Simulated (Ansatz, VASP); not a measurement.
Te in VASP and in Ansatz

File INCAR:

```
SYSTEM = Te
  PREC = Accurate
  ENCUT = 520
  EDIFF = 1E-6
  ISMEAR = 0
  SIGMA = 0.1
  LREAL = .FALSE.
  LASPH = .TRUE.
  NELM = 80
  ALGO = Normal
  ISIF = 2
  LWAVE = .FALSE.
  LCHARG = .FALSE.
  GGA = PE
  NBANDS = 9
```

KPOINTS

```
regular mesh
0
G
  15 15 15
  0 0 0
```

POSCAR

```
Te
1.0
    2.3941282429      1.3822505855      1.7810138982
   -2.3941282429      1.3822505855      1.7810138982
    0.0000000000     -2.7645011709      1.7810138982
Te
1
Direct
    0.5000000000      0.5000000000      0.5000000000
```

Input for Ansatz:

```yaml
crystal:
  lattice:
    - [2.3941282429, 1.3822505855, 1.7810138982]
    - [-2.3941282429, 1.3822505855, 1.7810138982]
    - [0.0, -2.7645011709, 1.7810138982]
  atoms:
    - { symbol: Te, position: [0.5, 0.5, 0.5] }
basis:
  ecutwfc: 420
kpoints:
  mp_grid: { grid: [15, 15, 15] }
hamiltonian:
  xc: pbe
scf:
  occupations: { method: gaussian, width: 0.1 }
output:
  forces: true
  stress: true
  eigenvalues: true
```

Alike in both runs: task single point; functional PBE; k mesh 15 × 15 × 15; occupations gaussian, width 0.1 eV; no spin polarisation.

|  | VASP | Ansatz |
| --- | --- | --- |
| version | VASP 6.6.1 | Ansatz 0.2.0 |
| potentials or method | VASP PAW PBE potentials, release 64 (Te), cutoff 520 eV | scalar-relativistic, plane waves, PAW |
| valence electrons in the cell | 6 | 16 |

|  | VASP | Ansatz | Ansatz less VASP |
| --- | --- | --- | --- |
| gap on the k mesh at the Fermi level (eV) | none | none | - |
| pressure (GPa) | -3.5 | -3.5 | +0.04 |
| traceless stress, the component that is largest in VASP (GPa) | 0.74 | 0.74 | -0.002 |

A gap of «none» marks a metal or a gap that the smearing closes. VASP's potentials hold 6 valence electrons a cell and Ansatz's 16, so a difference there can come from the potentials and not from the codes.

Neither program's run includes spin-orbit coupling.
